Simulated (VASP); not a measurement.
Write the native input for VASP 6.6.1 that does the following.

- Task: relaxation of cell and atoms
- Functional: PBE
- Potentials or basis: VASP PAW PBE potentials, release 64 (Ta_pv, H)
- Cutoff: 600 eV
- k mesh: 24 × 24 × 16
- Occupations: gaussian, width 0.1 eV
- Spin: no spin polarisation
- Dipole correction: no
- Further INCAR settings: ALGO = Normal; EDIFF = 1e-06; IBRION = 2; EDIFFG = -0.01; NSW = 100; ISIF = 3

The structure of TaH lies in POSCAR:

```
TaH
1.0
    2.8678101594      0.0000000000      0.0000000000
   -1.4339050797      2.4835964513      0.0000000000
    0.0000000000      0.0000000000      3.6762133563
Ta H
1 1
Direct
    0.0000000000      0.0000000000      0.5000000000
    0.0000000000      0.0000000000      0.0000000000
```

One way to write it, as run:

INCAR

```
ALGO = Normal
EDIFF = 1E-6
EDIFFG = -0.01
ENCUT = 600
GGA = PE
IBRION = 2
ISIF = 3
ISMEAR = 0
LASPH = True
LCHARG = False
LREAL = False
LWAVE = False
NELM = 100
NSW = 100
PREC = Accurate
SIGMA = 0.1
```

KPOINTS

```
k-points
0
Gamma
  24 24 16
```

Potentials or basis: VASP PAW PBE potentials, release 64 (Ta_pv, H).

Run with:

```sh
$ cat potpaw_PBE.64/Ta_pv/POTCAR potpaw_PBE.64/H/POTCAR > POTCAR
$ mpirun -np 1 vasp_std > vasp.out
```

It gave:

The relaxed volume is 13.13 Å³/atom and the relaxed cell is a = 2.879 Å, b = 2.879 Å, c = 3.658 Å, α = 90.00°, β = 90.00°, γ = 120.00°. The space group after relaxing (to 0.05 Å) is P6/mmm (No. 191) and the energy gained by relaxing is 0.5 meV/atom. The ionic steps are 4, the pressure after relaxing is -0.1 GPa and the band gap on the k mesh is zero (band 6 reaches 4.33 eV, above the bottom of band 7 at 2.76 eV).

Caveat: spin-orbit coupling is left out, which moves the levels of the heavy elements.

Wall time 94 s on 1 thread of Intel(R) Xeon(R) 6975P-C (Granite Rapids) (shared host), peak memory 0.33 GiB.
